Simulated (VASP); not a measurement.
## Rh: single point with PBE+D3(BJ)

The system is Rh, a slab with vacuum.

```
Rh
1.0
     5.36480    0.00000    0.00000
    -2.68240    4.64605    0.00000
     0.00000    0.00000   24.81824
Rh
12
Cartesian
  1.3412 0.7743 8.0000
  0.0000 3.0974 8.0000
  4.0236 0.7743 8.0000
  2.6824 3.0974 8.0000
  2.6826 1.5488 10.1514
  1.3412 3.8717 10.1517
  -0.0002 1.5488 10.1514
  -1.3412 3.8715 10.1514
  -1.3412 2.3230 12.3034
  -0.0008 -0.0005 12.3028
  1.3412 2.3239 12.3028
  2.6832 -0.0005 12.3028
```

- Program: VASP 6.6.1
- Task: single point
- Functional: PBE
- Dispersion: D3(BJ)
- Potentials or basis: VASP PAW PBE potentials, release 64 (Rh_pv)
- Cutoff: 400 eV
- k mesh: 4 × 4 × 1
- Occupations: gaussian, width 0.1 eV
- Spin: no spin polarisation

```
Largest force              : 0.017 eV/Å
Band gap on the k mesh     : zero (bands 90 and 91 overlap by 0.76 eV)
Dispersion energy per atom : -0.433 eV
```

Forces in eV/Å, atoms in the order of the input:
```
Rh   0.000  0.000 -0.006
Rh   0.000  0.000 -0.008
Rh   0.000  0.000 -0.008
Rh   0.000  0.000 -0.008
Rh  -0.004 -0.002  0.002
Rh   0.000  0.000 -0.007
Rh   0.004 -0.002  0.002
Rh   0.000  0.005  0.002
Rh   0.000  0.000  0.005
Rh   0.012  0.007  0.009
Rh   0.000 -0.014  0.009
Rh  -0.012  0.007  0.009
```

Levels at points of the mesh, in eV from the Fermi level:
```csv
k point,band 88,band 89,band 90,band 91,band 92,band 93
"(0.00, 0.00, 0.00)",0.27,0.41,0.41,0.62,0.62,0.62
"(0.50, 0.00, 0.00)",-0.84,-0.42,-0.42,-0.36,-0.36,-0.05
```

Wall time 11 min on 1 thread of AMD EPYC 7R43 64-Core Processor (Zen 3) (shared host), peak memory 0.49 GiB.
